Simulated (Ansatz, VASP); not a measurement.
## Al3GaN4 in VASP and in Ansatz

```
CELL_PARAMETERS angstrom
4.40144 0.00000 0.00000
0.00000 4.40144 0.00000
0.00000 0.00000 4.40144
ATOMIC_POSITIONS crystal
Al 0.50628 0.50760 0.98887
Al 0.48485 0.98626 0.51722
Al 0.99072 0.52171 0.50906
Ga 0.00315 0.99689 0.97997
N 0.74149 0.74474 0.25452
N 0.74048 0.25278 0.73724
N 0.26688 0.72822 0.75506
N 0.26614 0.26181 0.25806
```

Change from the starting cell: all atoms moved at random (sigma 0.06 Å a component).

Alike in both runs: task single point; functional r2SCAN; k mesh 6 × 6 × 6; occupations gaussian, width 0.05 eV; no spin polarisation.

|  | VASP | Ansatz |
| --- | --- | --- |
| version | VASP 6.6.1 | Ansatz 0.2.0 |
| potentials or method | VASP PAW PBE potentials, release 64 (Al, Ga_d, N), cutoff 520 eV | scalar-relativistic, plane waves, PAW |
| valence electrons in the cell | 42 | 42 |

|  | VASP | Ansatz | Ansatz less VASP |
| --- | --- | --- | --- |
| gap on the k mesh at the Fermi level (eV) | 2.76 | 2.77 | +0.010 |
| least direct gap on the mesh (eV) | 2.81 | 2.82 | +0.005 |
| pressure (GPa) | 1.3 | 1.3 | +0.01 |
| traceless stress, the component that is largest in VASP (GPa) | -2.44 | -2.38 | +0.065 |
| rms of the force components (eV/Å) | 1.327 | 1.325 | -0.0023 |

VASP's potentials were made for PBE, not for r2SCAN. Atom by atom the forces differ by 0.029 eV/Å (rms over components).
